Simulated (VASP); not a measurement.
Set up this calculation in VASP 6.6.1, as the native input.

* Task: single point
* Functional: PBE
* Potentials or basis: VASP PAW PBE potentials, release 64 (Hg_sv_GW, H)
* Cutoff: 500 eV
* k mesh: 12 × 12 × 14
* Occupations: gaussian, width 0.1 eV
* Spin: no spin polarisation
* Dipole correction: no
* Further INCAR settings: ALGO = Normal; EDIFF = 1e-06; NBANDS = 18

The structure of HgH2 lies in POSCAR:

```
HgH2
1.0
    3.7362779640      0.0000000000      0.0000000000
    0.0000000000      3.7362779640      0.0000000000
    0.0000000000      0.0000000000      3.3314214270
Hg H
1 2
Direct
    0.5000000000      0.5000000000      0.5000000000
    0.5000000000      0.0000000000      0.5000000000
    0.0000000000      0.5000000000      0.5000000000
```

The cell was built from a structure type or drawn by symmetry, and may not be a known phase.

The input as run:

INCAR

```
PREC     = Accurate       # precision mode
ENCUT    = 500            # plane-wave cutoff, eV
EDIFF    = 1E-6           # SCF threshold, eV
ISMEAR   = 0              # smearing method
SIGMA    = 0.1            # smearing width, eV
LREAL    = F              # projectors in reciprocal space
LASPH    = T              # aspherical terms in the spheres
NELM     = 120            # most SCF steps
ALGO     = Normal         # electronic algorithm
ISIF     = 2              # what is computed and relaxed
LWAVE    = F              # write WAVECAR
LCHARG   = F              # write CHGCAR
GGA      = PE             # functional
NBANDS   = 18             # bands
GGA_COMPAT= F
```

KPOINTS

```
regular mesh
0
Gamma
  12 12 14
```

Potentials or basis: VASP PAW PBE potentials, release 64 (Hg_sv_GW, H).

The run is started by

```console
$ cat potpaw_PBE.64/Hg_sv_GW/POTCAR potpaw_PBE.64/H/POTCAR > POTCAR
$ mpirun -np 1 vasp_std > vasp.out
```

It gave:

The pressure is -0.8 GPa and the band gap on the k mesh is zero (bands 11 and 12 overlap by 6.39 eV).

Caveat: spin-orbit coupling is left out, which moves the levels of the heavy elements.

Run time: 88 s on 1 thread of AMD EPYC 7R13 Processor (Zen 3) (shared host), peak memory 0.3 GiB.
